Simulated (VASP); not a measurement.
# Ti (I4/mmm) in VASP: notebook

Runs on Ti. Level: r2SCAN. Tasks: single point.

Program: VASP 6.6.1. These are calculated values, not measurements. Logs are shortened: lines on timing, memory, paths and dates and some standing lists are left out, and cuts for length are marked.

### 1 The cell of the first run

It takes space group I4/mmm (No. 139, tetragonal). The conventional cell has a = 3.282 Å, b = 3.282 Å, c = 3.159 Å, α = 90.00°, β = 90.00°, γ = 90.00°. Within 3.7 Å of Ti (site symmetry 4/mmm) lie 14 Ti at 2.81 to 3.28 Å.

### 2 Single point, r2SCAN (strain -0.0375 x Voigt [0, 1, 0, 0, 0, 0])

POSCAR reads:

```
Ti
1.0
   -1.6410000000      1.5794625000      1.6410000000
    1.6410000000     -1.5794625000      1.6410000000
    1.6410000000      1.5794625000     -1.6410000000
Ti
1
Direct
    0.0000000000      0.0000000000      0.0000000000
```

INCAR.step1 reads:

```
ALGO = Normal ; EDIFF = 1E-4
ENCUT = 520 ; GGA = PE
ISMEAR = 0 ; LASPH = T
LCHARG = F ; LREAL = F
LWAVE = T ; NBANDS = 12
NELM = 60 ; PREC = Accurate
SIGMA = 0.15
```

INCAR.step2 reads:

```
ALGO = Normal ; EDIFF = 1E-7
ENCUT = 520 ; ISIF = 2
ISMEAR = 0 ; ISTART = 1
LASPH = T ; LCHARG = F
LMIXTAU = T ; LREAL = F
LWAVE = F ; METAGGA = R2SCAN
NBANDS = 12 ; NELM = 60
PREC = Accurate ; SIGMA = 0.15
```

KPOINTS reads:

```
k-points
0
Gamma
  20 20 20
```

Potentials or basis: VASP PAW PBE potentials, release 64 (Ti_sv).

Launch:

```bash
cat potpaw_PBE.64/Ti_sv/POTCAR > POTCAR
cp INCAR.step1 INCAR
mpirun -np 1 vasp_std > vasp.out
cp INCAR.step2 INCAR
mpirun -np 1 vasp_std > vasp.out
```

OUTCAR:

```text
EDIFF = 1E-7
   ENCUT = 520
   ISIF = 2
   ISMEAR = 0
   ISTART = 1
   LASPH = T
   LREAL = F
   METAGGA = R2SCAN
   NELM = 60
   PREC = Accurate

 ion  position               nearest neighbor table
   1  0.000  0.000  0.000-

  LATTYP: Found a body centered tetragonal cell.
 ALAT       =     3.2820000000
 C/A-ratio  =     0.9625000000

  Lattice vectors:

 A1 = (  -1.6410000000,  -1.5794625000,   1.6410000000)
 A2 = (   1.6410000000,  -1.5794625000,  -1.6410000000)
 A3 = (   1.6410000000,   1.5794625000,   1.6410000000)

Analysis of symmetry for initial positions (statically):
=====================================================================
 Subroutine PRICEL returns:
 Original cell was already a primitive cell.

 Routine SETGRP: Setting up the symmetry group for a
 body centered tetragonal supercell.

 Subroutine GETGRP returns: Found 16 space group operations
 (whereof 16 operations were pure point group operations)
 out of a pool of 16 trial point group operations.

The static configuration has the point symmetry D_4h.

Analysis of symmetry for dynamics (positions and initial velocities):
=====================================================================
 Subroutine PRICEL returns:
 Original cell was already a primitive cell.

 Routine SETGRP: Setting up the symmetry group for a
 body centered tetragonal supercell.

 Subroutine GETGRP returns: Found 16 space group operations
 (whereof 16 operations were pure point group operations)
 out of a pool of 16 trial point group operations.

The dynamic configuration has the point symmetry D_4h.

 Subroutine INISYM returns: Found 16 space group operations
 (whereof 16 operations are pure point group operations),
 and found     1 'primitive' translations

----------------------------------------------------------------------------------------

                                     Primitive cell

  volume of cell :      17.0132

  direct lattice vectors                    reciprocal lattice vectors
    -1.641000000  1.579462500  1.641000000     0.000000000  0.316563388  0.304692261
     1.641000000 -1.579462500  1.641000000     0.304692261  0.000000000  0.304692261
     1.641000000  1.579462500 -1.641000000     0.304692261  0.316563388  0.000000000

  length of vectors
     2.807216377  2.807216377  2.807216377     0.439374274  0.430899928  0.439374274

  position of ions in fractional coordinates (direct lattice)
     0.000000000  0.000000000  0.000000000

  ion indices of the primitive-cell ions
   primitive index   ion index
                 1           1

----------------------------------------------------------------------------------------

 KPOINTS: k-points

Automatic generation of k-mesh.
 Grid dimensions read from file:
 generate k-points for:   20   20   20

 Generating k-lattice:

  Cartesian coordinates                     Fractional coordinates (reciprocal lattice)
     0.000000000  0.015828169  0.015234613     0.050000000  0.000000000 -0.000000000
     0.015234613  0.000000000  0.015234613     0.000000000  0.050000000  0.000000000
     0.015234613  0.015828169  0.000000000    -0.000000000  0.000000000  0.050000000

  Length of vectors
     0.021968714  0.021544996  0.021968714

  Shift w.r.t. Gamma in fractional coordinates (k-lattice)
     0.000000000  0.000000000  0.000000000

 Subroutine IBZKPT returns following result:
 ===========================================

 Found    641 irreducible k-points:

 Following reciprocal coordinates:
            Coordinates               Weight
  0.000000  0.000000  0.000000      1.000000
  0.050000 -0.000000  0.000000      8.000000
  0.100000 -0.000000  0.000000      8.000000
  0.150000 -0.000000  0.000000      8.000000
  0.200000 -0.000000  0.000000      8.000000
  0.250000 -0.000000  0.000000      8.000000
[... 16 lines left out ...]
 -0.450000  0.050000 -0.000000     16.000000
 -0.400000  0.050000 -0.000000     16.000000
 [... further k-points ...]
   k-points           NKPTS =    641   k-points in BZ     NKDIM =    641   number of bands    NBANDS=     12
   number of dos      NEDOS =    301   number of ions     NIONS =      1
   total plane-waves  NPLWV =  13824
   dimension x,y,z NGX =    24 NGY =   24 NGZ =   24
   dimension x,y,z NGXF=    48 NGYF=   48 NGZF=   48
   ions per type =               1
   NGX,Y,Z   is equivalent  to a cutoff of  14.21, 14.21, 14.21 a.u.
   NGXF,Y,Z  is equivalent  to a cutoff of  28.43, 28.43, 28.43 a.u.
 SYSTEM =  unknown system
   PREC   = accura    normal or accurate (medium, high low for compatibility)
   ISTART =      1    job   : 0-new  1-cont  2-samecut
   ICHARG =      0    charge: 1-file 2-atom 10-const
   ISPIN  =      1    spin polarized calculation?
   LNONCOLLINEAR =      F non collinear calculations
   LSORBIT =      F    spin-orbit coupling
   LASPH  =      T    aspherical Exc in radial PAW
   ENCUT  =  520.0 eV  38.22 Ry    6.18 a.u.   5.22  5.22  5.22*2*pi/ulx,y,z
   NELM   =     60;   NELMIN=  2; NELMDL=  0     # of ELM steps
   EDIFF  = 0.1E-06   stopping-criterion for ELM
   LREAL  =      F    real-space projection
   EDIFFG = 0.1E-05   stopping-criterion for IOM
   NSW    =      0    number of steps for IOM
   IBRION =     -1    ionic relax: 0-MD 1-quasi-New 2-CG
   NFREE  =      0    steps in history (QN), initial steepest desc. (CG)
   ISIF   =      2    stress and relaxation
   ISYM   =      2    0-nonsym 1-usesym 2-fastsym
   POTIM  = 0.5000    time-step for ionic-motion
   TEBEG  =    0.0;   TEEND  =   0.0 temperature during run
   PSTRESS=    0.0 pullay stress
   NELECT =      12.0000    total number of electrons
   NUPDOWN=      -1.0000    fix difference up-down
   EMIN   =  10.00;   EMAX   =-10.00  energy-range for DOS
   EFERMI =   0.00;   METHOD = LEGACY
   ISMEAR =     0;   SIGMA  =   0.15  broadening in eV -4-tet -1-fermi 0-gaus
   EFERMI_NEDOS =   21; number of points for ismear=-14 and -15
   IALGO  =     38    algorithm
   IMIX   =      4    mixing-type and parameters
     AMIX     =   0.40;   BMIX     =  1.00
     AMIX_MAG =   1.60;   BMIX_MAG =  1.00
  volume/ion in A,a.u.               =      17.01       114.81
  Fermi-wavevector in a.u.,A,eV,Ry     =   1.457269  2.753839 28.893784  2.123633
  Thomas-Fermi vector in A             =   2.574090
   LORBIT       =      0    0 simple, 1 ext, 2 COOP (PROOUT), +10 PAW based schemes
   METAGGA = R2SCAN    functional components
   LHFCALC =     F    Hartree Fock is set to
   AEXX    =    0.0000 exact exchange contribution
   IVDW    =     0    specifies the selected vdW correction
   LEPSILON=     F    determine dielectric tensor
   LRPA    =     F    only Hartree local field effects (RPA)
 non-spin polarized calculation
 Gauss-broadening in eV      SIGMA  =   0.15
  energy-cutoff  :      520.00
  volume of cell :       17.01
 maximum number of plane-waves:       482
 NGX is ok and might be reduce to    24
   NGX = 11   NGY = 11   NGZ = 11

 number of electron      11.9999999 magnetization

 Free energy of the ion-electron system (eV)
  ---------------------------------------------------
  ext. energy  EPLUGINS =         0.00000000
  ---------------------------------------------------
  free energy    TOTEN  =       -12.82654080 eV

  energy without entropy =      -12.80195884  energy(sigma->0) =      -12.81424982

 E-fermi :   8.3443     XC(G=0): -12.5059

 val. band max:        8.3435941074   @ k =  -0.4500   0.2000  -0.0000
 cond. band min:       8.3460303920   @ k =  -0.1000   0.4000   0.1000
 fundamental gap:      0.0024362846
 Fermi energy:         8.3442757174

 k-point     1 :       0.0000    0.0000    0.0000
  band No.  band energies     occupation
      1     -50.5279      2.00000
      2     -25.3084      2.00000
      3     -25.3059      2.00000
      4     -25.3059      2.00000
      5       1.9586      2.00000
      6       9.2949      0.00000
      7       9.6162      0.00000
      8       9.6162      0.00000
      9      11.1280      0.00000
     10      11.5015      0.00000
     11      26.3330      0.00000
     12      26.3330      0.00000

 k-point     2 :       0.0500   -0.0000    0.0000
  band No.  band energies     occupation
      1     -50.5243      2.00000
      2     -25.3263      2.00000
      3     -25.3118      2.00000
      4     -25.3074      2.00000
      5       2.0507      2.00000
      6       9.2999      0.00000
      7       9.6005      0.00000
      8       9.6314      0.00000
      9      11.1216      0.00000
     10      11.4617      0.00000
     11      26.2824      0.00000
     12      26.4232      0.00000

 k-point     3 :       0.1000   -0.0000    0.0000
  band No.  band energies     occupation
      1     -50.5137      2.00000
      2     -25.3812      2.00000
      3     -25.3287      2.00000
      4     -25.3086      2.00000
      5       2.3219      2.00000
      6       9.2365      0.00000
      7       9.5380      0.00000
      8       9.7594      0.00000
      9      11.0980      0.00000
     10      11.3806      0.00000
     11      26.0193      0.00000
     12      26.6799      0.00000
[... 286 lines left out ...]
 k-point    23 :      -0.4500    0.0500   -0.0000
  band No.  band energies     occupation
      1     -50.3838      2.00000
      2     -26.0072      2.00000
      3     -25.5324      2.00000
      4     -25.3302      2.00000
      5       5.6774      2.00000
      6       7.9444      1.99984
      7       9.0503      0.00000
      8      11.3488      0.00000
      9      11.8209      0.00000
     10      12.7643      0.00000
     11      18.5190      0.00000
     12      22.4763      0.00000

 k-point    24 :      -0.4000    0.0500   -0.0000
  band No.  band energies     occupation
      1     -50.3976      2.00000
      2     -25.9441      2.00000
      3     -25.5101      2.00000
      4     -25.3290      2.00000
      5       5.4427      2.00000
      6       8.0697      1.99037
      7       8.7556      0.00011
      8      11.2782      0.00000
      9      11.7430      0.00000
     10      12.3473      0.00000
     11      19.5759      0.00000
     12      22.9340      0.00000

 [... further k-points ...]

------------------------ aborting loop because EDIFF is reached ----------------------------------------

  FORCE on cell =-STRESS in cart. coord.  units (eV):
  Direction    XX          YY          ZZ          XY          YZ          ZX
  --------------------------------------------------------------------------------------
  -------------------------------------------------------------------------------------
  Total        0.2514184      0.0747218      0.2514184     -0.0000000      0.0000000      0.0000000
  in kB       23.6766956      7.0367408     23.6766956     -0.0000000      0.0000000      0.0000000
  external PRESSURE =      18.1300440 kB  Pullay stress =       0.0000000 kB

 VOLUME and BASIS-vectors are now :
 -----------------------------------------------------------------------------
  energy-cutoff  :      520.00
  volume of cell :       17.01
      direct lattice vectors                 reciprocal lattice vectors
    -1.641000000  1.579462500  1.641000000     0.000000000  0.316563388  0.304692261
     1.641000000 -1.579462500  1.641000000     0.304692261  0.000000000  0.304692261
     1.641000000  1.579462500 -1.641000000     0.304692261  0.316563388  0.000000000

 POSITION                                       TOTAL-FORCE (eV/Angst)
 -----------------------------------------------------------------------------------
      0.00000      0.00000      0.00000        -0.000000      0.000000      0.000000
 -----------------------------------------------------------------------------------
    total drift:                                0.000000      0.000000      0.000000

  FREE ENERGIE OF THE ION-ELECTRON SYSTEM (eV)
  ---------------------------------------------------
  free  energy   TOTEN  =       -12.8265408009 eV

  energy  without entropy=      -12.8019588439  energy(sigma->0) =      -12.81424982
```

Wall time 7.2 min (1 thread of Intel Xeon Platinum 8375C at 2.90GHz (Ice Lake), shared host); peak memory 0.25 GiB.

What came out:

```
Free energy            : -12.8265 eV
Pressure               : 1.8 GPa
Band gap on the k mesh : zero (bands 6 and 7 overlap by 1.83 eV)
```

Caveat: the cell differs from its parent crystal (strain -0.0375 x Voigt [0, 1, 0, 0, 0, 0]); the PAW data sets were made with another functional, which shifts forces and pressure a little.

[end of part 1 of 2]
